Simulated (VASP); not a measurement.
# SnTe (Fm-3m) in VASP: further runs

SnTe is run at these levels: PBE-based screened hybrid with 20 % exact exchange, PBE-based screened hybrid with 25 % exact exchange; tasks: single point.

Program: VASP 6.6.1. These are calculated values, not measurements. Logs are shortened: lines on timing, memory, paths and dates and some standing lists are left out, and cuts for length are marked.

## 1. The cell of the first run

It takes space group Fm-3m (No. 225, cubic). Conventional cell: a = 6.302 Å, b = 6.302 Å, c = 6.302 Å, α = 90.00°, β = 90.00°, γ = 90.00°. Te (site symmetry m-3m) has 6 Sn at 3.15 Å within 4.1 Å. Within 4.1 Å of Sn (site symmetry m-3m) lie 6 Te at 3.15 Å.

## 2. Single point, PBE-based screened hybrid with 20 % exact exchange

File POSCAR:

```
SnTe
1.0
    0.0000000000      3.1508500000      3.1508500000
    3.1508500000      0.0000000000      3.1508500000
    3.1508500000      3.1508500000      0.0000000000
Te Sn
1 1
Direct
    0.5000000000      0.5000000000      0.5000000000
    0.0000000000      0.0000000000      0.0000000000
```

File INCAR.step1:

```
SYSTEM = SnTe
ALGO     = Normal         ! electronic algorithm
EDIFF    = 1E-5           ! SCF threshold, eV
ENCUT    = 520            ! plane-wave cutoff, eV
GGA      = PE             ! functional
ISIF     = 2              ! what is computed and relaxed
ISMEAR   = -1             ! smearing method
LASPH    = .True.         ! aspherical terms in the spheres
LCHARG   = .False.        ! write CHGCAR
LREAL    = .False.        ! projectors in reciprocal space
LWAVE    = .True.         ! write WAVECAR
NBANDS   = 17             ! bands
NELM     = 100            ! most SCF steps
PREC     = Accurate       ! precision mode
SIGMA    = 0.05           ! smearing width, eV
```

File INCAR.step2:

```
SYSTEM = SnTe
AEXX     = 0.2            ! exact-exchange fraction
ALGO     = Normal         ! electronic algorithm
EDIFF    = 1E-6           ! SCF threshold, eV
ENCUT    = 520            ! plane-wave cutoff, eV
GGA      = PE             ! functional
HFSCREEN = 0.2            ! screening, 1/A
ISIF     = 2              ! what is computed and relaxed
ISMEAR   = -1             ! smearing method
ISTART   = 1            
LASPH    = .True.         ! aspherical terms in the spheres
LCHARG   = .False.        ! write CHGCAR
LHFCALC  = .True.         ! exact exchange
LREAL    = .False.        ! projectors in reciprocal space
LWAVE    = .False.        ! write WAVECAR
NBANDS   = 17             ! bands
NELM     = 100            ! most SCF steps
PREC     = Accurate       ! precision mode
PRECFOCK = Normal       
SIGMA    = 0.05           ! smearing width, eV
```

File KPOINTS:

```
k-points
0
Gamma
  4 4 4
  0 0 0
```

Potentials or basis: VASP PAW PBE potentials, release 64 (Te, Sn_d).

The run is started by

```bash
> cat potpaw_PBE.64/Te/POTCAR potpaw_PBE.64/Sn_d/POTCAR > POTCAR
> cp INCAR.step1 INCAR
> mpirun -np 1 vasp_std > vasp.out
> cp INCAR.step2 INCAR
> mpirun -np 1 vasp_std > vasp.out
```

OUTCAR:

```text
SYSTEM = SnTe
   AEXX = 0.2
   EDIFF = 1E-6
   ENCUT = 520
   GGA = PE
   HFSCREEN = 0.2
   ISIF = 2
   ISMEAR = -1
   ISTART = 1
   LASPH = .True.
   LHFCALC = .True.
   LREAL = .False.
   NELM = 100
   PREC = Accurate
   PRECFOCK = Normal

 ion  position               nearest neighbor table
   1  0.500  0.500  0.500-   2 3.15   2 3.15   2 3.15   2 3.15   2 3.15   2 3.15
   2  0.000  0.000  0.000-   1 3.15   1 3.15   1 3.15   1 3.15   1 3.15   1 3.15

  LATTYP: Found a face centered cubic cell.
 ALAT       =     6.3017000000

  Lattice vectors:

 A1 = (   0.0000000000,   3.1508500000,   3.1508500000)
 A2 = (   3.1508500000,   0.0000000000,   3.1508500000)
 A3 = (   3.1508500000,   3.1508500000,   0.0000000000)

Analysis of symmetry for initial positions (statically):
=====================================================================
 Subroutine PRICEL returns:
 Original cell was already a primitive cell.

 Routine SETGRP: Setting up the symmetry group for a
 face centered cubic supercell.

 Subroutine GETGRP returns: Found 48 space group operations
 (whereof 48 operations were pure point group operations)
 out of a pool of 48 trial point group operations.

The static configuration has the point symmetry O_h .

Analysis of symmetry for dynamics (positions and initial velocities):
=====================================================================
 Subroutine PRICEL returns:
 Original cell was already a primitive cell.

 Routine SETGRP: Setting up the symmetry group for a
 face centered cubic supercell.

 Subroutine GETGRP returns: Found 48 space group operations
 (whereof 48 operations were pure point group operations)
 out of a pool of 48 trial point group operations.

The dynamic configuration has the point symmetry O_h .

 Subroutine INISYM returns: Found 48 space group operations
 (whereof 48 operations are pure point group operations),
 and found     1 'primitive' translations

----------------------------------------------------------------------------------------

                                     Primitive cell

  volume of cell :      62.5624

  direct lattice vectors                    reciprocal lattice vectors
     0.000000000  3.150850000  3.150850000    -0.158687338  0.158687338  0.158687338
     3.150850000  0.000000000  3.150850000     0.158687338 -0.158687338  0.158687338
     3.150850000  3.150850000  0.000000000     0.158687338  0.158687338 -0.158687338

  length of vectors
     4.455974803  4.455974803  4.455974803     0.274854533  0.274854533  0.274854533

  position of ions in fractional coordinates (direct lattice)
     0.500000000  0.500000000  0.500000000
     0.000000000  0.000000000  0.000000000

  ion indices of the primitive-cell ions
   primitive index   ion index
                 1           1
                 2           2

----------------------------------------------------------------------------------------

 KPOINTS: k-points

Automatic generation of k-mesh.
 Grid dimensions read from file:
 generate k-points for:    4    4    4

 Generating k-lattice:

  Cartesian coordinates                     Fractional coordinates (reciprocal lattice)
    -0.039671835  0.039671835  0.039671835     0.250000000  0.000000000  0.000000000
     0.039671835 -0.039671835  0.039671835     0.000000000  0.250000000  0.000000000
     0.039671835  0.039671835 -0.039671835     0.000000000  0.000000000  0.250000000

  Length of vectors
     0.068713633  0.068713633  0.068713633

  Shift w.r.t. Gamma in fractional coordinates (k-lattice)
     0.000000000  0.000000000  0.000000000

 Subroutine IBZKPT returns following result:
 ===========================================

 Found      8 irreducible k-points:

 Following reciprocal coordinates:
            Coordinates               Weight
  0.000000  0.000000  0.000000      1.000000
  0.250000  0.000000  0.000000      8.000000
  0.500000  0.000000  0.000000      4.000000
  0.250000  0.250000  0.000000      6.000000
  0.500000  0.250000  0.000000     24.000000
 -0.250000  0.250000  0.000000     12.000000
  0.500000  0.500000  0.000000      3.000000
 -0.250000  0.500000  0.250000      6.000000
   k-points           NKPTS =      8   k-points in BZ     NKDIM =     64   number of bands    NBANDS=     17
   number of dos      NEDOS =    301   number of ions     NIONS =      2
   total plane-waves  NPLWV =  46656
   dimension x,y,z NGX =    36 NGY =   36 NGZ =   36
   dimension x,y,z NGXF=    72 NGYF=   72 NGZF=   72
   ions per type =               1   1
   NGX,Y,Z   is equivalent  to a cutoff of  13.43, 13.43, 13.43 a.u.
   NGXF,Y,Z  is equivalent  to a cutoff of  26.86, 26.86, 26.86 a.u.
 SYSTEM =  SnTe
   PREC   = accura    normal or accurate (medium, high low for compatibility)
   ISTART =      1    job   : 0-new  1-cont  2-samecut
   ICHARG =      0    charge: 1-file 2-atom 10-const
   ISPIN  =      1    spin polarized calculation?
   LNONCOLLINEAR =      F non collinear calculations
   LSORBIT =      F    spin-orbit coupling
   LASPH  =      T    aspherical Exc in radial PAW
   ENCUT  =  520.0 eV  38.22 Ry    6.18 a.u.   8.29  8.29  8.29*2*pi/ulx,y,z
   NELM   =    100;   NELMIN=  2; NELMDL=  0     # of ELM steps
   EDIFF  = 0.1E-05   stopping-criterion for ELM
   LREAL  =      F    real-space projection
   EDIFFG = 0.1E-04   stopping-criterion for IOM
   NSW    =      0    number of steps for IOM
   IBRION =     -1    ionic relax: 0-MD 1-quasi-New 2-CG
   NFREE  =      0    steps in history (QN), initial steepest desc. (CG)
   ISIF   =      2    stress and relaxation
   ISYM   =      3    0-nonsym 1-usesym 2-fastsym
   POTIM  = 0.5000    time-step for ionic-motion
   TEBEG  =    0.0;   TEEND  =   0.0 temperature during run
   PSTRESS=    0.0 pullay stress
   NELECT =      20.0000    total number of electrons
   NUPDOWN=      -1.0000    fix difference up-down
   EMIN   =  10.00;   EMAX   =-10.00  energy-range for DOS
   EFERMI =   0.00;   METHOD = LEGACY
   ISMEAR =    -1;   SIGMA  =   0.05  broadening in eV -4-tet -1-fermi 0-gaus
   EFERMI_NEDOS =   21; number of points for ismear=-14 and -15
   IALGO  =     38    algorithm
   IMIX   =      1    mixing-type and parameters
     AMIX     =   0.40;   BMIX     =  1.00
     AMIX_MAG =   1.60;   BMIX_MAG =  1.00
  volume/ion in A,a.u.               =      31.28       211.10
  Fermi-wavevector in a.u.,A,eV,Ry     =   1.119387  2.115336 17.048485  1.253028
  Thomas-Fermi vector in A             =   2.256026
   LORBIT       =      0    0 simple, 1 ext, 2 COOP (PROOUT), +10 PAW based schemes
   GGA     = PE    functional components
   LHFCALC =     T    Hartree Fock is set to
   PRECFOCK=normal    Normal, Fast or Accurate (Low or Medium for compatibility)
   ENCUT4O =  -1.0   cutoff for four orbital integrals eV
   NKREDX  =     1    reduce k-point grid by
   NKREDY  =     1    reduce k-point grid by
   NKREDZ  =     1    reduce k-point grid by
   AEXX    =    0.2000 exact exchange contribution
   HFSCREEN=    0.2000 screening length (either q_TF or 0.3 A-1)
   HFSCREENC=   0.2000 screening length for correlation (either q_TF or 0.3 A-1)
   ENCUTFOCK=  -1.0 apply spherical cutoff to Coloumb kernel
   IVDW    =     0    specifies the selected vdW correction
   LEPSILON=     F    determine dielectric tensor
   LRPA    =     F    only Hartree local field effects (RPA)
 non-spin polarized calculation
  energy-cutoff  :      520.00
  volume of cell :       62.56
 maximum number of plane-waves:      1708
 NGX is ok and might be reduce to    36
  NGX = 28; NGY = 28; NGZ = 28

 number of electron      19.9999998 magnetization

 Free energy of the ion-electron system (eV)
  ---------------------------------------------------
  ext. energy  EPLUGINS =         0.00000000
  ---------------------------------------------------
  free energy    TOTEN  =        -8.72844001 eV

  energy without entropy =       -8.71978536  energy(sigma->0) =       -8.72411269

 E-fermi :   6.9805     XC(G=0):  -8.2379

 val. band max:        6.9716535552   @ k =   0.5000   0.0000   0.0000
 cond. band min:       6.9895157280   @ k =   0.5000   0.0000   0.0000
 fundamental gap:      0.0178621729
 Fermi energy:         6.9805125023

 k-point     1 :       0.0000    0.0000    0.0000
  band No.  band energies     occupation
      1     -16.9947      2.00000
      2     -16.9947      2.00000
      3     -16.9828      2.00000
      4     -16.9828      2.00000
      5     -16.9828      2.00000
      6      -7.1288      2.00000
[... 9 lines left out ...]
     16      11.9446      0.00000
     17      14.0821      0.00000

 k-point     2 :       0.2500    0.0000    0.0000
  band No.  band energies     occupation
      1     -16.9976      2.00000
      2     -16.9976      2.00000
      3     -16.9820      2.00000
      4     -16.9796      2.00000
      5     -16.9796      2.00000
      6      -6.5782      2.00000
[... 9 lines left out ...]
     16      13.2291      0.00000
     17      17.2865      0.00000

 k-point     3 :       0.5000    0.0000    0.0000
  band No.  band energies     occupation
      1     -17.0008      2.00000
      2     -17.0008      2.00000
      3     -16.9814      2.00000
      4     -16.9760      2.00000
      5     -16.9760      2.00000
      6      -5.7136      2.00000
[... 9 lines left out ...]
     16      16.2559      0.00000
     17      16.2559      0.00000

 k-point     4 :       0.2500    0.2500    0.0000
  band No.  band energies     occupation
      1     -17.0039      2.00000
      2     -16.9924      2.00000
      3     -16.9848      2.00000
      4     -16.9774      2.00000
      5     -16.9774      2.00000
      6      -6.4046      2.00000
[... 9 lines left out ...]
     16      14.9559      0.00000
     17      14.9559      0.00000

 k-point     5 :       0.5000    0.2500    0.0000
  band No.  band energies     occupation
      1     -17.0069      2.00000
      2     -16.9952      2.00000
      3     -16.9827      2.00000
      4     -16.9757      2.00000
      5     -16.9742      2.00000
      6      -5.5725      2.00000
[... 9 lines left out ...]
     16      16.5859      0.00000
     17      17.5251      0.00000

 k-point     6 :      -0.2500    0.2500    0.0000
  band No.  band energies     occupation
      1     -17.0008      2.00000
      2     -16.9996      2.00000
      3     -16.9798      2.00000
      4     -16.9778      2.00000
      5     -16.9771      2.00000
      6      -5.8457      2.00000
[... 9 lines left out ...]
     16      15.2683      0.00000
     17      16.2927      0.00000

 k-point     7 :       0.5000    0.5000    0.0000
  band No.  band energies     occupation
      1     -17.0137      2.00000
      2     -16.9900      2.00000
      3     -16.9867      2.00000
      4     -16.9718      2.00000
      5     -16.9718      2.00000
      6      -5.3785      2.00000
[... 9 lines left out ...]
     16      18.0488      0.00000
     17      18.5282      0.00000

 k-point     8 :      -0.2500    0.5000    0.2500
  band No.  band energies     occupation
      1     -17.0078      2.00000
      2     -16.9957      2.00000
      3     -16.9795      2.00000
      4     -16.9795      2.00000
      5     -16.9718      2.00000
      6      -5.2789      2.00000
[... 9 lines left out ...]
     16      17.7633      0.00000
     17      18.4159      0.00000

------------------------ aborting loop because EDIFF is reached ----------------------------------------

  FORCE on cell =-STRESS in cart. coord.  units (eV):
  Direction    XX          YY          ZZ          XY          YZ          ZX
  --------------------------------------------------------------------------------------
  -------------------------------------------------------------------------------------
  Total        0.3226107      0.3226107      0.3226107      0.0000000     -0.0000000     -0.0000000
  in kB        8.2618289      8.2618289      8.2618289      0.0000000     -0.0000000     -0.0000000
  external PRESSURE =       8.2618289 kB  Pullay stress =       0.0000000 kB

 VOLUME and BASIS-vectors are now :
 -----------------------------------------------------------------------------
  energy-cutoff  :      520.00
  volume of cell :       62.56
      direct lattice vectors                 reciprocal lattice vectors
     0.000000000  3.150850000  3.150850000    -0.158687338  0.158687338  0.158687338
     3.150850000  0.000000000  3.150850000     0.158687338 -0.158687338  0.158687338
     3.150850000  3.150850000  0.000000000     0.158687338  0.158687338 -0.158687338

 POSITION                                       TOTAL-FORCE (eV/Angst)
 -----------------------------------------------------------------------------------
      3.15085      3.15085      3.15085         0.000000      0.000000      0.000000
      0.00000      0.00000      0.00000         0.000000      0.000000      0.000000
 -----------------------------------------------------------------------------------
    total drift:                               -0.000000      0.000001      0.000001

  FREE ENERGIE OF THE ION-ELECTRON SYSTEM (eV)
  ---------------------------------------------------
  free  energy   TOTEN  =        -8.7284400109 eV

  energy  without entropy=       -8.7197853602  energy(sigma->0) =       -8.72411269
```

It took 7.2 min on 1 thread of AMD EPYC 9R45 (Zen 5), shared host; peak memory 0.29 GiB.

What came out:

| Item | Value |
| --- | --- |
| Free energy | -8.7284 eV |
| Pressure | 0.8 GPa |
| Band gap on the k mesh | 0.02 eV |

Levels at points of the mesh, in eV from the valence-band top:
| k point | band 6 | band 7 | band 8 | band 9 | band 10 | band 11 | band 12 | band 13 | band 14 | band 15 |
| --- | --- | --- | --- | --- | --- | --- | --- | --- | --- | --- |
| (0.00, 0.00, 0.00) | -14.10 | -5.12 | -2.58 | -2.58 | -2.58 | 3.68 | 3.68 | 3.68 | 4.97 | 4.97 |
| (0.50, 0.00, 0.00) | -12.69 | -9.27 | -2.23 | -2.23 | 0.00 | 0.02 | 0.41 | 0.41 | 8.17 | 9.20 |
| (0.50, 0.50, 0.00) | -12.35 | -7.13 | -6.33 | -4.32 | -4.32 | 2.25 | 5.36 | 5.36 | 6.92 | 9.42 |

Caveat: the k points lie up to 0.43 Å⁻¹ apart; the PAW data sets were made with another functional, which shifts forces and pressure a little; spin-orbit coupling is left out, which moves the levels of the heavy elements. A k mesh can miss the band edges.

## 3. Single point, PBE-based screened hybrid with 25 % exact exchange

POSCAR is that of step 2.

File INCAR.step1:

```
ALGO = Normal
EDIFF = 1E-5
ENCUT = 520
GGA = PE
ISIF = 2
ISMEAR = -1
LASPH = T
LREAL = F
LWAVE = T
NBANDS = 17
NELM = 80
PREC = Accurate
SIGMA = 0.05
```

File INCAR.step2:

```
AEXX = 0.25
ALGO = Normal
EDIFF = 1E-6
ENCUT = 520
GGA = PE
HFSCREEN = 0.2
ISIF = 2
ISMEAR = -1
ISTART = 1
LASPH = T
LCHARG = T
LELF = T
LHFCALC = T
LREAL = F
LVHAR = T
LWAVE = F
NBANDS = 17
NELM = 80
PREC = Accurate
PRECFOCK = Normal
SIGMA = 0.05
```

File KPOINTS:

```
k-points
0
Gamma
  4 4 4
```

Potentials or basis: VASP PAW PBE potentials, release 64 (Te, Sn_d).

The run is started by

```bash
> cat potpaw_PBE.64/Te/POTCAR potpaw_PBE.64/Sn_d/POTCAR > POTCAR
> cp INCAR.step1 INCAR
> mpirun -np 1 vasp_std > vasp.out
> cp INCAR.step2 INCAR
> mpirun -np 1 vasp_std > vasp.out
```

Wall time 7.7 min (1 thread of AMD EPYC 9R45 (Zen 5), shared host); peak memory 0.29 GiB.

Results (log left out):

```
Free energy            : -9.0512 eV
Pressure               : 0.7 GPa
Band gap on the k mesh : 0.02 eV
```

Levels at points of the mesh, in eV from the valence-band top:
```csv
k point,band 7,band 8,band 9,band 10,band 11,band 12,band 13,band 14
"(0.00, 0.00, 0.00)",-5.22,-2.68,-2.68,-2.68,3.77,3.77,3.77,5.04
"(0.50, 0.00, 0.00)",-9.49,-2.33,-2.33,0.00,0.02,0.43,0.43,8.29
"(0.50, 0.50, 0.00)",-7.28,-6.51,-4.45,-4.45,2.29,5.49,5.49,7.06
```

Caveat: the k points lie up to 0.43 Å⁻¹ apart; the PAW data sets were made with another functional, which shifts forces and pressure a little; spin-orbit coupling is left out, which moves the levels of the heavy elements. A k mesh can miss the band edges.
